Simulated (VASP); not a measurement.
Wanted: the native input for a VASP 6.6.1 run.

- Task: single point
- Functional: PBEsol
- Potentials or basis: VASP PAW PBE potentials, release 64 (Zr_sv, O)
- Cutoff: 600 eV
- k mesh: 8 × 8 × 8
- Occupations: gaussian, width 0.01 eV
- Spin: no spin polarisation
- Dipole correction: no
- Further INCAR settings: ALGO = Normal; EDIFF = 1e-06; NBANDS = 19

The structure of ZrO2 (Cubic zirconia) lies in POSCAR:

```
ZrO2
1.0
    0.0000000000      2.5350000000      2.5350000000
    2.5350000000      0.0000000000      2.5350000000
    2.5350000000      2.5350000000      0.0000000000
Zr O
1 2
Direct
    0.0000000000      0.0000000000      0.0000000000
    0.2500000000      0.2500000000      0.2500000000
    0.7500000000      0.7500000000      0.7500000000
```

These files were run (other wordings do the same):

INCAR

```
SYSTEM = ZrO2
PREC = Accurate
ENCUT = 600
EDIFF = 1E-6
ISMEAR = 0
SIGMA = 0.01
LREAL = .FALSE.
LASPH = .TRUE.
NELM = 120
ALGO = Normal
ISIF = 2
LWAVE = .FALSE.
LCHARG = .FALSE.
GGA = PS
NBANDS = 19
GGA_COMPAT = .FALSE.
```

KPOINTS

```
regular mesh
0
G
  8 8 8
  0 0 0
```

Potentials or basis: VASP PAW PBE potentials, release 64 (Zr_sv, O).

Command:

```sh
$ cat potpaw_PBE.64/Zr_sv/POTCAR potpaw_PBE.64/O/POTCAR > POTCAR
$ mpirun -np 1 vasp_std > vasp.out
```

It gave:

- Pressure: -0.6 GPa
- Band gap on the k mesh: 3.31 eV, indirect (least direct gap 3.75 eV)

Caveat: the PAW data sets were made with another functional, which shifts forces and pressure a little.

Wall time 26 s on 1 thread of Intel(R) Xeon(R) Platinum 8488C (Sapphire Rapids) (shared host), peak memory 0.17 GiB.
